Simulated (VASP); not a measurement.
Crystal: SiAg.

```xyz
4
Lattice="3.6118 0.0000 0.0000 0.0000 3.6118 0.0000 0.0000 0.0000 5.1140" Properties=species:S:1:pos:R:3 pbc="T T T"
Si    1.8059    0.0000    4.2258
Si    0.0000    1.8059    0.8882
Ag    1.8059    0.0000    1.0971
Ag    0.0000    1.8059    4.0169
```

```yaml
Program: VASP 6.6.1
Task: relaxation of cell and atoms
Functional: PBE
Potentials_or_basis: VASP PAW PBE potentials, release 64 (Si, Ag)
Cutoff: 600 eV
k_mesh: 6 × 6 × 4
Occupations: gaussian, width 0.1 eV
Spin: no spin polarisation
```

At the start: pressure 36.2 GPa; volume 16.68 Å³/atom.

**Question.** How do energy, volume and symmetry change on relaxing?

**Answer.** Over 40 steps the energy falls by 1064.7 meV/atom and the volume is 16.81 Å³/atom (+0.8 %); space group P4/nmm (No. 129, to 0.05 Å).

Step by step:
| step | energy change (eV) | largest force (eV/Å) | pressure (GPa) | volume (Å³) |
| --- | --- | --- | --- | --- |
| 1 | 0.0000 | 8.9899 | 36.24 | 66.71 |
| 2 | -1.8100 | 0.3545 | -9.35 | 108.03 |
| 3 | -2.0411 | 0.2183 | -9.24 | 103.46 |
| 4 | -2.2600 | 0.0843 | -9.05 | 99.38 |
| 5 | -3.1855 | 0.3916 | -5.12 | 82.24 |
| 6 | -3.2671 | 1.0951 | 2.69 | 74.28 |
| 7 | -3.3132 | 0.3603 | -2.23 | 78.19 |
| 8 | -3.3241 | 0.5140 | -1.06 | 77.09 |
| 9 | -3.3244 | 0.5579 | -0.75 | 76.81 |
| 10 | -3.3619 | 0.5550 | -0.51 | 76.01 |
| 11 | -3.4608 | 0.5344 | 0.58 | 73.63 |
| 12 | -3.5062 | 0.7209 | 5.10 | 68.86 |
| 13 | -3.5173 | 0.4663 | 3.54 | 70.08 |
| 14 | -3.5400 | 0.5584 | 3.05 | 70.31 |
| 15 | -3.5999 | 0.8427 | 1.65 | 70.98 |
| 16 | -3.6732 | 1.2527 | -0.56 | 72.32 |
| 17 | -3.7384 | 1.1677 | -1.30 | 72.56 |
| 18 | -3.8966 | 0.9503 | -3.07 | 73.29 |
| 19 | -4.0035 | 0.3472 | -4.44 | 74.74 |
| 20 | -4.1301 | 0.0288 | 0.72 | 69.59 |
| 21 | -4.1304 | 0.0516 | 1.02 | 69.37 |
| 22 | -4.1810 | 0.1228 | 0.21 | 68.98 |
| 23 | -4.1959 | 0.2071 | 0.13 | 68.70 |
| 24 | -4.1784 | 0.4682 | 0.79 | 68.06 |
| 25 | -4.1992 | 0.2613 | 0.21 | 68.55 |
| 26 | -4.1994 | 0.2838 | 0.24 | 68.49 |
| 27 | -4.2129 | 0.2456 | -0.50 | 68.82 |
| 28 | -4.2268 | 0.1685 | -1.88 | 69.51 |
| 29 | -4.2341 | 0.1508 | -1.51 | 69.12 |
| 30 | -4.2493 | 0.0832 | -0.50 | 67.96 |
| 31 | -4.2447 | 0.1316 | 2.18 | 65.67 |
| 32 | -4.2540 | 0.1119 | 0.27 | 67.13 |
| 33 | -4.2543 | 0.1202 | 0.53 | 66.90 |
| 34 | -4.2557 | 0.0962 | 0.40 | 66.92 |
| 35 | -4.2565 | 0.0466 | 0.21 | 66.95 |
| 36 | -4.2565 | 0.0540 | 0.24 | 66.94 |
| 37 | -4.2572 | 0.0500 | 0.01 | 67.12 |
| 38 | -4.2577 | 0.0431 | -0.36 | 67.42 |
| 39 | -4.2582 | 0.0414 | -0.24 | 67.38 |
| 40 | -4.2590 | 0.0318 | 0.04 | 67.24 |

Final structure:
```yaml
crystal:
  lattice:
    - [3.56120, 0.00000, 0.00000]
    - [0.00000, 3.56120, 0.00000]
    - [0.00000, 0.00000, 5.30165]
  atoms:
    - { symbol: Si, position: [0.50000, 0.00000, 0.89807] }
    - { symbol: Si, position: [0.00000, 0.50000, 0.10193] }
    - { symbol: Ag, position: [0.50000, 0.00000, 0.38062] }
    - { symbol: Ag, position: [0.00000, 0.50000, 0.61938] }
```
